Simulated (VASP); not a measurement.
A run of VASP 6.6.1 is set up as follows.

Contents of INCAR:

```
PREC     = Accurate       # precision mode
ENCUT    = 750            # plane-wave cutoff, eV
EDIFF    = 1E-6           # SCF threshold, eV
ISMEAR   = 0              # smearing method
SIGMA    = 0.1            # smearing width, eV
LREAL    = F              # projectors in reciprocal space
LASPH    = T              # aspherical terms in the spheres
NELM     = 120            # most SCF steps
ALGO     = Normal         # electronic algorithm
ISIF     = 2              # what is computed and relaxed
LWAVE    = F              # write WAVECAR
LCHARG   = T              # write CHGCAR
GGA      = PE             # functional
LELF     = T              # ELF
LVHAR    = T            
NBANDS   = 28             # bands
GGA_COMPAT= F
```

Contents of KPOINTS:

```
regular mesh
0
Gamma
  6 6 6
```

Contents of POSCAR:

```
MgSc2C2
1.0
   -1.8217354200      1.8217354200      6.0349470800
    1.8217354200     -1.8217354200      6.0349470800
    1.8217354200      1.8217354200     -6.0349470800
Mg Sc C
1 2 2
Direct
    0.0000000000      0.0000000000      0.0000000000
    0.7500000000      0.2500000000      0.5000000000
    0.2500000000      0.7500000000      0.5000000000
    0.6421955200      0.6421955200      0.0000000000
    0.3578044800      0.3578044800      0.0000000000
```

Potentials or basis: VASP PAW PBE potentials, release 64 (Mg_sv, Sc_sv, C).

Launch:

```bash
$ cat potpaw_PBE.64/Mg_sv/POTCAR potpaw_PBE.64/Sc_sv/POTCAR potpaw_PBE.64/C/POTCAR > POTCAR
$ mpirun -np 1 vasp_std > vasp.out
```

(1) What does it give for the band gap on the k mesh?

(2) Estimate the pressure.

(3) Predict the largest force.

Answers

(1) zero (bands 20 and 21 overlap by 0.20 eV).

(2) 6.2 GPa.

(3) 0.479 eV/Å.

Caveat: the cell stands under pressure.
